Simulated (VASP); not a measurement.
# CaGa2 (P6/mmm) in VASP: single point with LDA

Aim: the single point of CaGa2 with LDA.

Everything below comes from runs of VASP 6.6.1. Logs are shortened: lines on timing, memory, paths and dates and some standing lists are left out, and cuts for length are marked.

## Step 1: The cell of the first run

It takes space group P6/mmm (No. 191, hexagonal). The conventional cell has a = 4.239 Å, b = 4.239 Å, c = 4.416 Å, α = 90.00°, β = 90.00°, γ = 120.00°. Within 4.5 Å of Ca (site symmetry 6/mmm) lie 12 Ga at 3.30 Å and 8 Ca at 4.24 to 4.42 Å. Within 3.3 Å of Ga (site symmetry -6m2) lie 3 Ga at 2.45 Å and 6 Ca at 3.30 Å.

## Step 2: Single point, LDA

File INCAR:

```
ALGO     = Normal         # electronic algorithm
EDIFF    = 1E-7           # SCF threshold, eV
ENCUT    = 520            # plane-wave cutoff, eV
ISIF     = 2              # what is computed and relaxed
ISMEAR   = 1              # smearing method
LASPH    = True           # aspherical terms in the spheres
LCHARG   = False          # write CHGCAR
LREAL    = False          # projectors in reciprocal space
LWAVE    = False          # write WAVECAR
NBANDS   = 25             # bands
NELM     = 60             # most SCF steps
PREC     = Accurate       # precision mode
SIGMA    = 0.1            # smearing width, eV
```

File KPOINTS:

```
k-points
0
Gamma
  6 6 5
```

File POSCAR:

```
CaGa2
1.0
    4.2388580000      0.0000000000      0.0000000000
   -2.1194290000      3.6709590000      0.0000000000
    0.0000000000      0.0000000000      4.4164090000
Ca Ga
1 2
Direct
    0.0000000000      0.0000000000      0.0000000000
    0.3333330000      0.6666670000      0.5000000000
    0.6666670000      0.3333330000      0.5000000000
```

Potentials or basis: VASP PAW LDA potentials, release 64 (Ca_sv, Ga_d).

The run is started by

```
$ cat potpaw_LDA.64/Ca_sv/POTCAR potpaw_LDA.64/Ga_d/POTCAR > POTCAR
$ mpirun -np 1 vasp_std > vasp.out
```

OUTCAR:

```text
EDIFF = 1E-7
   ENCUT = 520
   ISIF = 2
   ISMEAR = 1
   LASPH = True
   LREAL = False
   NELM = 60
   PREC = Accurate

 ion  position               nearest neighbor table
   1  0.000  0.000  0.000-
   2  0.333  0.667  0.500-   3 2.45   3 2.45   3 2.45
   3  0.667  0.333  0.500-   2 2.45   2 2.45   2 2.45

  LATTYP: Found a hexagonal cell.
 ALAT       =     4.2388580000
 C/A-ratio  =     1.0418865175

  Lattice vectors:

 A1 = (   4.2388580000,   0.0000000000,   0.0000000000)
 A2 = (  -2.1194290000,   3.6709590000,   0.0000000000)
 A3 = (   0.0000000000,   0.0000000000,   4.4164090000)

Analysis of symmetry for initial positions (statically):
=====================================================================
 Subroutine PRICEL returns:
 Original cell was already a primitive cell.

 Routine SETGRP: Setting up the symmetry group for a
 hexagonal supercell.

 Subroutine GETGRP returns: Found 24 space group operations
 (whereof 24 operations were pure point group operations)
 out of a pool of 24 trial point group operations.

The static configuration has the point symmetry D_6h.

Analysis of symmetry for dynamics (positions and initial velocities):
=====================================================================
 Subroutine PRICEL returns:
 Original cell was already a primitive cell.

 Routine SETGRP: Setting up the symmetry group for a
 hexagonal supercell.

 Subroutine GETGRP returns: Found 24 space group operations
 (whereof 24 operations were pure point group operations)
 out of a pool of 24 trial point group operations.

The dynamic configuration has the point symmetry D_6h.

 Subroutine INISYM returns: Found 24 space group operations
 (whereof 24 operations are pure point group operations),
 and found     1 'primitive' translations

----------------------------------------------------------------------------------------

                                     Primitive cell

  volume of cell :      68.7223

  direct lattice vectors                    reciprocal lattice vectors
     4.238858000  0.000000000  0.000000000     0.235912597  0.136204191  0.000000000
    -2.119429000  3.670959000  0.000000000     0.000000000  0.272408382  0.000000000
     0.000000000  0.000000000  4.416409000     0.000000000  0.000000000  0.226428304

  length of vectors
     4.238858000  4.238858250  4.416409000     0.272408398  0.272408382  0.226428304

  position of ions in fractional coordinates (direct lattice)
     0.000000000  0.000000000  0.000000000
     0.333333000  0.666667000  0.500000000
     0.666667000  0.333333000  0.500000000

  ion indices of the primitive-cell ions
   primitive index   ion index
                 1           1
                 2           2
                 3           3

----------------------------------------------------------------------------------------

 KPOINTS: k-points

Automatic generation of k-mesh.
 Grid dimensions read from file:
 generate k-points for:    6    6    5

 Generating k-lattice:

  Cartesian coordinates                     Fractional coordinates (reciprocal lattice)
     0.039318766  0.022700698  0.000000000     0.166666667  0.000000000  0.000000000
     0.000000000  0.045401397  0.000000000     0.000000000  0.166666667  0.000000000
     0.000000000  0.000000000  0.045285661     0.000000000  0.000000000  0.200000000

  Length of vectors
     0.045401400  0.045401397  0.045285661

  Shift w.r.t. Gamma in fractional coordinates (k-lattice)
     0.000000000  0.000000000  0.000000000

 Subroutine IBZKPT returns following result:
 ===========================================

 Found     21 irreducible k-points:

 Following reciprocal coordinates:
            Coordinates               Weight
  0.000000  0.000000  0.000000      1.000000
  0.166667  0.000000  0.000000      6.000000
  0.333333  0.000000  0.000000      6.000000
  0.500000  0.000000  0.000000      3.000000
  0.166667  0.166667  0.000000      6.000000
  0.333333  0.166667  0.000000     12.000000
[... 13 lines left out ...]
  0.333333  0.166667  0.400000     24.000000
  0.333333  0.333333  0.400000      4.000000
   k-points           NKPTS =     21   k-points in BZ     NKDIM =     21   number of bands    NBANDS=     25
   number of dos      NEDOS =    301   number of ions     NIONS =      3
   total plane-waves  NPLWV =  36864
   dimension x,y,z NGX =    32 NGY =   32 NGZ =   36
   dimension x,y,z NGXF=    64 NGYF=   64 NGZF=   72
   ions per type =               1   2
   NGX,Y,Z   is equivalent  to a cutoff of  12.55, 12.55, 13.55 a.u.
   NGXF,Y,Z  is equivalent  to a cutoff of  25.10, 25.10, 27.10 a.u.
 SYSTEM =  unknown system
   PREC   = accura    normal or accurate (medium, high low for compatibility)
   ISTART =      0    job   : 0-new  1-cont  2-samecut
   ICHARG =      2    charge: 1-file 2-atom 10-const
   ISPIN  =      1    spin polarized calculation?
   LNONCOLLINEAR =      F non collinear calculations
   LSORBIT =      F    spin-orbit coupling
   LASPH  =      T    aspherical Exc in radial PAW
   ENCUT  =  520.0 eV  38.22 Ry    6.18 a.u.   7.88  7.88  8.21*2*pi/ulx,y,z
   NELM   =     60;   NELMIN=  2; NELMDL= -5     # of ELM steps
   EDIFF  = 0.1E-06   stopping-criterion for ELM
   LREAL  =      F    real-space projection
   EDIFFG = 0.1E-05   stopping-criterion for IOM
   NSW    =      0    number of steps for IOM
   IBRION =     -1    ionic relax: 0-MD 1-quasi-New 2-CG
   NFREE  =      0    steps in history (QN), initial steepest desc. (CG)
   ISIF   =      2    stress and relaxation
   ISYM   =      2    0-nonsym 1-usesym 2-fastsym
   POTIM  = 0.5000    time-step for ionic-motion
   TEBEG  =    0.0;   TEEND  =   0.0 temperature during run
   PSTRESS=    0.0 pullay stress
   NELECT =      36.0000    total number of electrons
   NUPDOWN=      -1.0000    fix difference up-down
   EMIN   =  10.00;   EMAX   =-10.00  energy-range for DOS
   EFERMI =   0.00;   METHOD = LEGACY
   ISMEAR =     1;   SIGMA  =   0.10  broadening in eV -4-tet -1-fermi 0-gaus
   EFERMI_NEDOS =   21; number of points for ismear=-14 and -15
   IALGO  =     38    algorithm
   IMIX   =      4    mixing-type and parameters
     AMIX     =   0.40;   BMIX     =  1.00
     AMIX_MAG =   1.60;   BMIX_MAG =  1.00
  volume/ion in A,a.u.               =      22.91       154.59
  Fermi-wavevector in a.u.,A,eV,Ry     =   1.319704  2.493878 23.696150  1.741618
  Thomas-Fermi vector in A             =   2.449583
   LORBIT       =      0    0 simple, 1 ext, 2 COOP (PROOUT), +10 PAW based schemes
   GGA     = CA    functional components
   LHFCALC =     F    Hartree Fock is set to
   AEXX    =    0.0000 exact exchange contribution
   IVDW    =     0    specifies the selected vdW correction
   LEPSILON=     F    determine dielectric tensor
   LRPA    =     F    only Hartree local field effects (RPA)
 non-spin polarized calculation
 Methfessel and Paxton  Order N= 1 SIGMA  =   0.10
  energy-cutoff  :      520.00
  volume of cell :       68.72
 maximum number of plane-waves:      1887
 NGX is ok and might be reduce to    32
   NGX = 15   NGY = 15   NGZ = 17

 number of electron      35.9999999 magnetization

 Free energy of the ion-electron system (eV)
  ---------------------------------------------------
  ext. energy  EPLUGINS =         0.00000000
  ---------------------------------------------------
  free energy    TOTEN  =       -10.98029735 eV

  energy without entropy =      -10.98179463  energy(sigma->0) =      -10.98079644

 E-fermi :   3.7764     XC(G=0): -10.1859

 val. band max:        3.7572042057   @ k =   0.1667   0.0000   0.4000
 cond. band min:       3.8188388039   @ k =   0.5000   0.0000   0.0000
 fundamental gap:      0.0616345981
 Fermi energy:         3.7763642990

 k-point     1 :       0.0000    0.0000    0.0000
  band No.  band energies     occupation
      1     -36.8043      2.00000
      2     -18.1347      2.00000
      3     -18.0816      2.00000
      4     -18.0816      2.00000
      5     -11.0189      2.00000
      6     -10.9092      2.00000
[... 17 lines left out ...]
     24       7.8661      0.00000
     25       8.3091      0.00000

 k-point     2 :       0.1667    0.0000    0.0000
  band No.  band energies     occupation
      1     -36.8035      2.00000
      2     -18.1330      2.00000
      3     -18.0960      2.00000
      4     -18.0849      2.00000
      5     -11.0242      2.00000
      6     -10.9734      2.00000
[... 17 lines left out ...]
     24       7.6603      0.00000
     25       8.3603      0.00000

 k-point     3 :       0.3333    0.0000    0.0000
  band No.  band energies     occupation
      1     -36.8017      2.00000
      2     -18.1294      2.00000
      3     -18.1247      2.00000
      4     -18.0914      2.00000
      5     -11.0791      2.00000
      6     -11.0487      2.00000
[... 17 lines left out ...]
     24       7.7855      0.00000
     25       9.4916      0.00000

 k-point     4 :       0.5000    0.0000    0.0000
  band No.  band energies     occupation
      1     -36.8008      2.00000
      2     -18.1388      2.00000
      3     -18.1276      2.00000
      4     -18.0947      2.00000
      5     -11.1094      2.00000
      6     -11.0767      2.00000
[... 17 lines left out ...]
     24       8.1597      0.00000
     25       8.1973      0.00000
[... 393 lines left out ...]
 k-point    19 :       0.1667    0.1667    0.4000
  band No.  band energies     occupation
      1     -36.8012      2.00000
      2     -18.1573      2.00000
      3     -18.1107      2.00000
      4     -18.0904      2.00000
      5     -11.0826      2.00000
      6     -10.9968      2.00000
[... 17 lines left out ...]
     24       8.8888      0.00000
     25       9.6597      0.00000

 k-point    20 :       0.3333    0.1667    0.4000
  band No.  band energies     occupation
      1     -36.7999      2.00000
      2     -18.1523      2.00000
      3     -18.1266      2.00000
      4     -18.0998      2.00000
      5     -11.1432      2.00000
      6     -11.0225      2.00000
[... 17 lines left out ...]
     24       8.6252      0.00000
     25       8.9159      0.00000

 k-point    21 :       0.3333    0.3333    0.4000
  band No.  band energies     occupation
      1     -36.7995      2.00000
      2     -18.1507      2.00000
      3     -18.1174      2.00000
      4     -18.1174      2.00000
      5     -11.1744      2.00000
      6     -10.9853      2.00000
[... 17 lines left out ...]
     24       8.5674      0.00000
     25       8.5674      0.00000

------------------------ aborting loop because EDIFF is reached ----------------------------------------

  FORCE on cell =-STRESS in cart. coord.  units (eV):
  Direction    XX          YY          ZZ          XY          YZ          ZX
  --------------------------------------------------------------------------------------
  -------------------------------------------------------------------------------------
  Total       -1.1830137     -1.1830139     -1.8385827      0.0000000      0.0000000      0.0000000
  in kB      -27.5805349    -27.5805392    -42.8643319      0.0000000      0.0000000      0.0000000
  external PRESSURE =     -32.6751353 kB  Pullay stress =       0.0000000 kB

 VOLUME and BASIS-vectors are now :
 -----------------------------------------------------------------------------
  energy-cutoff  :      520.00
  volume of cell :       68.72
      direct lattice vectors                 reciprocal lattice vectors
     4.238858000  0.000000000  0.000000000     0.235912597  0.136204191  0.000000000
    -2.119429000  3.670959000  0.000000000     0.000000000  0.272408382  0.000000000
     0.000000000  0.000000000  4.416409000     0.000000000  0.000000000  0.226428304

 POSITION                                       TOTAL-FORCE (eV/Angst)
 -----------------------------------------------------------------------------------
      0.00000      0.00000      0.00000        -0.000000      0.000000     -0.000000
     -0.00000      2.44731      2.20820         0.000000      0.000000     -0.000000
      2.11943      1.22365      2.20820        -0.000000      0.000000      0.000000
 -----------------------------------------------------------------------------------
    total drift:                                0.000000     -0.000000      0.000000

  FREE ENERGIE OF THE ION-ELECTRON SYSTEM (eV)
  ---------------------------------------------------
  free  energy   TOTEN  =       -10.9802973470 eV

  energy  without entropy=      -10.9817946274  energy(sigma->0) =      -10.98079644
```

It took 25 s on 1 thread of Intel Xeon Platinum 8259CL at 2.50GHz (Skylake/Cascade Lake), shared host; peak memory 0.17 GiB.

Results:

```yaml
Free_energy: -10.9803 eV
Pressure: -3.3 GPa
Band_gap_on_the_k_mesh: zero (bands 18 and 19 overlap by 1.57 eV)
```

Levels at points of the mesh, in eV from the Fermi level:
| k point | band 15 | band 16 | band 17 | band 18 | band 19 | band 20 | band 21 | band 22 |
| --- | --- | --- | --- | --- | --- | --- | --- | --- |
| (0.00, 0.00, 0.00) | -9.26 | -0.50 | 0.13 | 0.13 | 0.79 | 1.36 | 3.73 | 3.73 |
| (0.50, 0.00, 0.00) | -7.04 | -5.88 | -0.97 | 0.04 | 0.32 | 3.11 | 3.38 | 3.59 |

Caveat: the cell stands under tension.
